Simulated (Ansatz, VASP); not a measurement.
## One calculation of C, two programs

INCAR

```
SYSTEM = C
PREC = Accurate
ENCUT = 520
EDIFF = 1E-7
ISMEAR = 0
SIGMA = 0.02
LREAL = .False.
LASPH = .True.
NELM = 120
ALGO = Normal
ISIF = 2
LWAVE = .False.
LCHARG = .False.
GGA = PS
IBRION = 2
NSW = 60
EDIFFG = -0.002
GGA_COMPAT = .False.
NELMIN = 4
```

The input KPOINTS:

```
regular mesh
0
Gamma
  10 10 10
  0 0 0
```

Contents of POSCAR:

```
C
1.0
    0.0000000000      1.7946008943      1.8080529567
    1.7946008943      0.0000000000      1.8080529567
    1.7946008943      1.7946008943      0.0000000000
C
2
Direct
    0.0000000000      0.0000000000      0.0000000000
    0.2500000000      0.2500000000      0.2500000000
```

Input for Ansatz:

```yaml
crystal:
  lattice:
    - [0.0, 1.7946008943, 1.8080529567]
    - [1.7946008943, 0.0, 1.8080529567]
    - [1.7946008943, 1.7946008943, 0.0]
  atoms:
    - { symbol: C, position: [0.0, 0.0, 0.0] }
    - { symbol: C, position: [0.25, 0.25, 0.25] }
basis:
  ecutwfc: 600.0
kpoints:
  mp_grid: { grid: [10, 10, 10] }
hamiltonian:
  xc: pbesol
  pseudopotentials: { kind: paw, azcp: { folder: soft_1 } }
scf:
  occupations: { method: gaussian, width: 0.02 }
output:
  forces: true
  stress: true
  eigenvalues: true
relax:
  adjacent_minimum: "off"
  f_tol: 0.002
  max_steps: 40
```

Change from the starting cell: strained cell.

Alike in both runs: task relaxation of the atoms; functional PBEsol; k mesh 10 × 10 × 10; occupations gaussian, width 0.02 eV; no spin polarisation.

|  | VASP | Ansatz |
| --- | --- | --- |
| version | VASP 6.6.1 | Ansatz 0.2.0 |
| potentials or method | VASP PAW PBE potentials, release 64 (C), cutoff 520 eV | scalar-relativistic, plane waves, PAW |
| valence electrons in the cell | 8 | 8 |

Ansatz gave:

```
gap on the k mesh at the Fermi level, each at its own relaxed structure (eV) : 3.89
```

What did VASP give for the same quantities?

gap on the k mesh at the Fermi level, each at its own relaxed structure (eV): 3.88.

VASP's potentials were made for PBE, not for PBEsol, and Ansatz warns of the same on its side. Ansatz's warnings: stress scf threshold loose.

Noted on VASP's run: the relaxation stopped at its first step, so nothing moved.
